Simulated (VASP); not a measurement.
# Na in VASP: notebook

Runs on Na. Level: PBEsol. Tasks: electric field gradients, density of states.

Everything below comes from runs of VASP 6.6.1. Logs are shortened: lines on timing, memory, paths and dates and some standing lists are left out, and cuts for length are marked.

## (1) The cell of the first run

Symmetry: R-3m, No. 166, trigonal system. Conventional cell: a = 5.929 Å, b = 5.929 Å, c = 3.741 Å, α = 90.00°, β = 90.00°, γ = 120.00°. Within 4.8 Å of Na (site symmetry -3m) lie 14 Na at 3.64 to 4.24 Å.

## (2) Electric field gradients, PBEsol (equal xy, yz and zx shear strains of +2 %)

INCAR reads:

```
ALGO = Normal ; EDIFF = 1E-8
ENCUT = 520 ; GGA = PS
ISIF = 2 ; ISMEAR = -1
LASPH = True ; LCHARG = False
LEFG = True ; LREAL = False
LWAVE = False ; NBANDS = 10
NELM = 100 ; PREC = Accurate
SIGMA = 0.03
```

KPOINTS reads:

```
k-points
0
Gamma
  11 11 11
```

POSCAR reads:

```
Na
1.0
   -2.0751500000      2.1175000000      2.1175000000
    2.1175000000     -2.0751500000      2.1175000000
    2.1175000000      2.1175000000     -2.0751500000
Na
1
Direct
    0.0000000000      0.0000000000      0.0000000000
```

Potentials or basis: VASP PAW PBE potentials, release 64 (Na_pv).

The run is started by

```sh
$ cat potpaw_PBE.64/Na_pv/POTCAR > POTCAR
$ mpirun -np 1 vasp_std > vasp.out
```

OUTCAR:

```text
EDIFF = 1E-8
   ENCUT = 520
   GGA = PS
   ISIF = 2
   ISMEAR = -1
   LASPH = True
   LREAL = False
   NELM = 100
   PREC = Accurate

 ion  position               nearest neighbor table
   1  0.000  0.000  0.000-

  LATTYP: Found a trigonal (rhomboedric) cell.
 ALAT       =     3.6433308967
 COS(alpha) =    -0.3242805026

  Lattice vectors:

 A1 = (  -2.0751500000,   2.1175000000,   2.1175000000)
 A2 = (   2.1175000000,  -2.0751500000,   2.1175000000)
 A3 = (   2.1175000000,   2.1175000000,  -2.0751500000)

Analysis of symmetry for initial positions (statically):
=====================================================================
 Subroutine PRICEL returns:
 Original cell was already a primitive cell.

 Routine SETGRP: Setting up the symmetry group for a
 trigonal (rhombohedral) supercell.

 Subroutine GETGRP returns: Found 12 space group operations
 (whereof 12 operations were pure point group operations)
 out of a pool of 12 trial point group operations.

The static configuration has the point symmetry D_3d.

Analysis of symmetry for dynamics (positions and initial velocities):
=====================================================================
 Subroutine PRICEL returns:
 Original cell was already a primitive cell.

 Routine SETGRP: Setting up the symmetry group for a
 trigonal (rhombohedral) supercell.

 Subroutine GETGRP returns: Found 12 space group operations
 (whereof 12 operations were pure point group operations)
 out of a pool of 12 trial point group operations.

The dynamic configuration has the point symmetry D_3d.

 Subroutine INISYM returns: Found 12 space group operations
 (whereof 12 operations are pure point group operations),
 and found     1 'primitive' translations

----------------------------------------------------------------------------------------

                                     Primitive cell

  volume of cell :      37.9665

  direct lattice vectors                    reciprocal lattice vectors
    -2.075150000  2.117500000  2.117500000    -0.004676718  0.233835917  0.233835917
     2.117500000 -2.075150000  2.117500000     0.233835917 -0.004676718  0.233835917
[... 124 lines left out ...]
  ext. energy  EPLUGINS =         0.00000000
  ---------------------------------------------------
  free energy    TOTEN  =        -1.39998933 eV

  energy without entropy =       -1.39885235  energy(sigma->0) =       -1.39942084

 E-fermi :   0.2619     XC(G=0):  -6.4384

 val. band max:        0.2476810353   @ k =  -0.3636   0.4545   0.0909
 cond. band min:       0.2635703397   @ k =  -0.4545   0.3636   0.1818
 fundamental gap:      0.0158893044
 Fermi energy:         0.2619381173

 k-point     1 :       0.0000    0.0000    0.0000
  band No.  band energies     occupation
      1     -24.5670      2.00000
      2     -24.5670      2.00000
      3     -24.5664      2.00000
      4      -2.9883      2.00000
      5      11.6874      0.00000
      6      11.6874      0.00000
      7      11.9135      0.00000
      8      12.9005      0.00000
      9      12.9006      0.00000
     10      13.0845      0.00000
[... 287 lines left out ...]
 k-point    24 :      -0.1818    0.1818    0.0000
  band No.  band energies     occupation
      1     -24.5772      2.00000
      2     -24.5704      2.00000
      3     -24.5665      2.00000
      4      -2.4066      2.00000
      5       8.0001      0.00000
      6       9.9357      0.00000
      7      10.2664      0.00000
      8      11.0178      0.00000
      9      11.6784      0.00000
     10      13.6723      0.00000

 [... further k-points ...]

------------------------ aborting loop because EDIFF is reached ----------------------------------------

  FORCE on cell =-STRESS in cart. coord.  units (eV):
  Direction    XX          YY          ZZ          XY          YZ          ZX
  --------------------------------------------------------------------------------------
  -------------------------------------------------------------------------------------
  Total       -0.0796531     -0.0796531     -0.0796531     -0.0316662     -0.0316662     -0.0316662
  in kB       -3.3613416     -3.3613416     -3.3613416     -1.3363052     -1.3363052     -1.3363052
  external PRESSURE =      -3.3613416 kB  Pullay stress =       0.0000000 kB

 VOLUME and BASIS-vectors are now :
 -----------------------------------------------------------------------------
  energy-cutoff  :      520.00
  volume of cell :       37.97
      direct lattice vectors                 reciprocal lattice vectors
    -2.075150000  2.117500000  2.117500000    -0.004676718  0.233835917  0.233835917
     2.117500000 -2.075150000  2.117500000     0.233835917 -0.004676718  0.233835917
     2.117500000  2.117500000 -2.075150000     0.233835917  0.233835917 -0.004676718

 POSITION                                       TOTAL-FORCE (eV/Angst)
 -----------------------------------------------------------------------------------
      0.00000      0.00000      0.00000         0.000000      0.000000     -0.000000
 -----------------------------------------------------------------------------------
    total drift:                               -0.000000     -0.000000     -0.000000

  FREE ENERGIE OF THE ION-ELECTRON SYSTEM (eV)
  ---------------------------------------------------
  free  energy   TOTEN  =        -1.3999893343 eV

  energy  without entropy=       -1.3988523529  energy(sigma->0) =       -1.39942084

 Electric field gradients (V/A^2)
---------------------------------------------------------------------
 ion       V_xx      V_yy      V_zz      V_xy      V_xz      V_yz
---------------------------------------------------------------------
   1       0.000    -0.000    -0.000    -0.097    -0.097    -0.097
---------------------------------------------------------------------

 Electric field gradients after diagonalization (V/A^2)
 (convention: |V_zz| > |V_xx| > |V_yy|)
----------------------------------------------------------------------
 ion       V_xx      V_yy      V_zz     asymmetry (V_yy - V_xx)/ V_zz
----------------------------------------------------------------------
   1       0.097     0.097    -0.194       0.000
----------------------------------------------------------------------

           NMR quadrupolar parameters

 Cq : quadrupolar parameter    Cq=e*Q*V_zz/h
 eta: asymmetry parameters     (V_yy - V_xx)/ V_zz
 Q  : nuclear electric quadrupole moment in mb (millibarn)
----------------------------------------------------------------------
 ion       Cq(MHz)       eta       Q (mb)
----------------------------------------------------------------------
   1      -0.000       0.000       1.000
----------------------------------------------------------------------
```

OSZICAR:

```text
N       E                     dE             d eps       ncg     rms          rms(c)
DAV:   1     0.274448362761E+02    0.27445E+02   -0.38049E+03  2922   0.585E+02
DAV:   2    -0.809588400504E+00   -0.28254E+02   -0.28117E+02  2990   0.147E+02
DAV:   3    -0.139708325852E+01   -0.58749E+00   -0.58691E+00  3542   0.232E+01
DAV:   4    -0.140198477626E+01   -0.49015E-02   -0.49011E-02  3408   0.208E+00
DAV:   5    -0.140205042733E+01   -0.65651E-04   -0.65650E-04  3408   0.237E-01    0.234E-01
DAV:   6    -0.140046457279E+01    0.15859E-02   -0.27749E-03  3420   0.766E-01    0.142E-01
DAV:   7    -0.140004216055E+01    0.42241E-03   -0.24932E-03  3314   0.649E-01    0.456E-02
DAV:   8    -0.139998881073E+01    0.53350E-04   -0.19998E-04  3350   0.245E-01    0.209E-03
DAV:   9    -0.139998913944E+01   -0.32871E-06   -0.79999E-07  3380   0.952E-03    0.115E-03
DAV:  10    -0.139998934097E+01   -0.20153E-06   -0.38009E-08  3320   0.126E-03    0.116E-04
DAV:  11    -0.139998933425E+01    0.67189E-08   -0.90383E-10  1986   0.372E-04
   1 F= -.13999893E+01 E0= -.13994208E+01  d E =-.113698E-02
```

stdout:

```text
POSCAR found type information on POSCAR Na
 POSCAR found :  1 types and       1 ions
 scaLAPACK will be used
 -----------------------------------------------------------------------------
|                                                                             |
|                                                                             |
|     You enforced a specific xc type in the INCAR file but a different       |
|     I HOPE YOU KNOW WHAT YOU ARE DOING!                                     |
|                                                                             |
 -----------------------------------------------------------------------------

 LDA part: xc-table for (Slater+PW92), standard interpolation
 POSCAR, INCAR and KPOINTS ok, starting setup
 FFT: planning ... GRIDC
 FFT: planning ... GRID_SOFT
 FFT: planning ... GRID
 WAVECAR not read
 entering main loop
ion   1
```

It took 58 s on 1 thread of Intel Xeon 8259CL, shared host; peak memory 0.18 GiB.

What came out:

```
Free energy : -1.4000 eV
Pressure    : -0.3 GPa
```

Caveat: the cell differs from its parent crystal (equal xy, yz and zx shear strains of +2 %); without QUAD_EFG the Cq values of the log hold for a quadrupole moment of 1 mb, not for the nuclei; the PAW data sets were made with another functional, which shifts forces and pressure a little.

## (3) Electric field gradients, PBEsol (equal xy, yz and zx shear strains of +2 %)

INCAR reads:

```
SYSTEM = Na
PREC = Accurate
ENCUT = 520
EDIFF = 1E-8
ISMEAR = -1
SIGMA = 0.03
LREAL = .FALSE.
LASPH = .TRUE.
NELM = 80
ALGO = Normal
ISIF = 2
LWAVE = .FALSE.
LCHARG = .FALSE.
GGA = PS
LEFG = .TRUE.
NBANDS = 10
```

KPOINTS reads:

```
regular mesh
0
G
  11 11 11
  0 0 0
```

POSCAR is that of step 2.

Potentials or basis: VASP PAW PBE potentials, release 64 (Na_pv).

The run is started by

```sh
$ cat potpaw_PBE.64/Na_pv/POTCAR > POTCAR
$ mpirun -np 1 vasp_std > vasp.out
```

OUTCAR:

```text
SYSTEM = Na
   PREC = Accurate
   ENCUT = 520
   EDIFF = 1E-8
   ISMEAR = -1
   LREAL = .FALSE.
   LASPH = .TRUE.
   NELM = 80
   ISIF = 2
   GGA = PS

 ion  position               nearest neighbor table
   1  0.000  0.000  0.000-

  LATTYP: Found a trigonal (rhomboedric) cell.
 ALAT       =     3.6433308967
 COS(alpha) =    -0.3242805026

  Lattice vectors:

 A1 = (  -2.0751500000,   2.1175000000,   2.1175000000)
[... 518 lines left out ...]
    total drift:                               -0.000000     -0.000000     -0.000000

  FREE ENERGIE OF THE ION-ELECTRON SYSTEM (eV)
  ---------------------------------------------------
  free  energy   TOTEN  =        -1.3999893343 eV

  energy  without entropy=       -1.3988523529  energy(sigma->0) =       -1.39942084

 Electric field gradients (V/A^2)
---------------------------------------------------------------------
 ion       V_xx      V_yy      V_zz      V_xy      V_xz      V_yz
---------------------------------------------------------------------
   1       0.000    -0.000    -0.000    -0.097    -0.097    -0.097
---------------------------------------------------------------------

 Electric field gradients after diagonalization (V/A^2)
 (convention: |V_zz| > |V_xx| > |V_yy|)
----------------------------------------------------------------------
 ion       V_xx      V_yy      V_zz     asymmetry (V_yy - V_xx)/ V_zz
----------------------------------------------------------------------
   1       0.097     0.097    -0.194       0.000
----------------------------------------------------------------------

           NMR quadrupolar parameters

 Cq : quadrupolar parameter    Cq=e*Q*V_zz/h
 eta: asymmetry parameters     (V_yy - V_xx)/ V_zz
 Q  : nuclear electric quadrupole moment in mb (millibarn)
----------------------------------------------------------------------
 ion       Cq(MHz)       eta       Q (mb)
----------------------------------------------------------------------
   1      -0.000       0.000       1.000
----------------------------------------------------------------------
```

stdout:

```text
POSCAR found type information on POSCAR Na
 POSCAR found :  1 types and       1 ions
 scaLAPACK will be used
 -----------------------------------------------------------------------------
|                                                                             |
|                                                                             |
|     You enforced a specific xc type in the INCAR file but a different       |
|     I HOPE YOU KNOW WHAT YOU ARE DOING!                                     |
|                                                                             |
 -----------------------------------------------------------------------------

 LDA part: xc-table for (Slater+PW92), standard interpolation
 POSCAR, INCAR and KPOINTS ok, starting setup
 FFT: planning ... GRIDC
 FFT: planning ... GRID_SOFT
 FFT: planning ... GRID
 WAVECAR not read
 entering main loop
ion   1
```

Run time: 54 s. Hardware: 1 thread of Intel Xeon 8259CL, shared host; peak memory 0.18 GiB.

Results:

- Free energy: -1.4000 eV
- Pressure: -0.3 GPa

Stress tensor (GPa, compression positive):
```
-0.34 -0.13 -0.13
-0.13 -0.34 -0.13
-0.13 -0.13 -0.34
```

Levels at points of the mesh, in eV from the Fermi level:
```csv
k point,band 1,band 2,band 3,band 4,band 5,band 6,band 7
"(0.00, 0.00, 0.00)",-24.83,-24.83,-24.83,-3.25,11.43,11.43,11.65
```

Caveat: the cell differs from its parent crystal (equal xy, yz and zx shear strains of +2 %); without QUAD_EFG the Cq values of the log hold for a quadrupole moment of 1 mb, not for the nuclei; the PAW data sets were made with another functional, which shifts forces and pressure a little.

## (4) Electric field gradients, PBEsol

INCAR reads:

```
PREC = Accurate
ENCUT = 520
EDIFF = 1E-8
ISMEAR = -1
SIGMA = 0.03
LREAL = F
LASPH = T
NELM = 60
ALGO = Normal
ISIF = 2
LWAVE = F
LCHARG = F
GGA = PS
LEFG = T
NBANDS = 10
```

KPOINTS reads:

```
Automatic mesh
0
Gamma
  11 11 11
```

POSCAR reads:

```
Na
1.0
   -2.1175000000      2.1175000000      2.1175000000
    2.1175000000     -2.1175000000      2.1175000000
    2.1175000000      2.1175000000     -2.1175000000
Na
1
Direct
    0.0000000000      0.0000000000      0.0000000000
```

Potentials or basis: VASP PAW PBE potentials, release 64 (Na_pv).

The run is started by

```sh
$ cat potpaw_PBE.64/Na_pv/POTCAR > POTCAR
$ mpirun -np 1 vasp_std > vasp.out
```

OUTCAR:

```text
PREC = Accurate
   ENCUT = 520
   EDIFF = 1E-8
   ISMEAR = -1
   LREAL = F
   LASPH = T
   NELM = 60
   ISIF = 2
   GGA = PS

 ion  position               nearest neighbor table
   1  0.000  0.000  0.000-

  LATTYP: Found a body centered cubic cell.
 ALAT       =     4.2350000000

  Lattice vectors:

 A1 = (  -2.1175000000,   2.1175000000,   2.1175000000)
 A2 = (   2.1175000000,  -2.1175000000,   2.1175000000)
[... 517 lines left out ...]
    total drift:                               -0.000000     -0.000000     -0.000000

  FREE ENERGIE OF THE ION-ELECTRON SYSTEM (eV)
  ---------------------------------------------------
  free  energy   TOTEN  =        -1.4009326902 eV

  energy  without entropy=       -1.3997324837  energy(sigma->0) =       -1.40033259

 Electric field gradients (V/A^2)
---------------------------------------------------------------------
 ion       V_xx      V_yy      V_zz      V_xy      V_xz      V_yz
---------------------------------------------------------------------
   1      -0.000     0.000     0.000    -0.004    -0.004    -0.004
---------------------------------------------------------------------

 Electric field gradients after diagonalization (V/A^2)
 (convention: |V_zz| > |V_xx| > |V_yy|)
----------------------------------------------------------------------
 ion       V_xx      V_yy      V_zz     asymmetry (V_yy - V_xx)/ V_zz
----------------------------------------------------------------------
   1       0.004     0.004    -0.008       0.000
----------------------------------------------------------------------

           NMR quadrupolar parameters

 Cq : quadrupolar parameter    Cq=e*Q*V_zz/h
 eta: asymmetry parameters     (V_yy - V_xx)/ V_zz
 Q  : nuclear electric quadrupole moment in mb (millibarn)
----------------------------------------------------------------------
 ion       Cq(MHz)       eta       Q (mb)
----------------------------------------------------------------------
   1      -0.000       0.000       1.000
----------------------------------------------------------------------
```

stdout:

```text
POSCAR found type information on POSCAR Na
 POSCAR found :  1 types and       1 ions
 scaLAPACK will be used
 -----------------------------------------------------------------------------
|                                                                             |
|                                                                             |
|     You enforced a specific xc type in the INCAR file but a different       |
|     I HOPE YOU KNOW WHAT YOU ARE DOING!                                     |
|                                                                             |
 -----------------------------------------------------------------------------

 LDA part: xc-table for (Slater+PW92), standard interpolation
 POSCAR, INCAR and KPOINTS ok, starting setup
 FFT: planning ... GRIDC
 FFT: planning ... GRID_SOFT
 FFT: planning ... GRID
 WAVECAR not read
 entering main loop
ion   1
```

It took 7 s on 1 thread of Intel Xeon 6975P-C (Granite Rapids), shared host; peak memory 0.15 GiB.

Results:

- Free energy: -1.4009 eV
- Pressure: -0.3 GPa

Caveat: without QUAD_EFG the Cq values of the log hold for a quadrupole moment of 1 mb, not for the nuclei; the PAW data sets were made with another functional, which shifts forces and pressure a little.

[end of part 1 of 2]
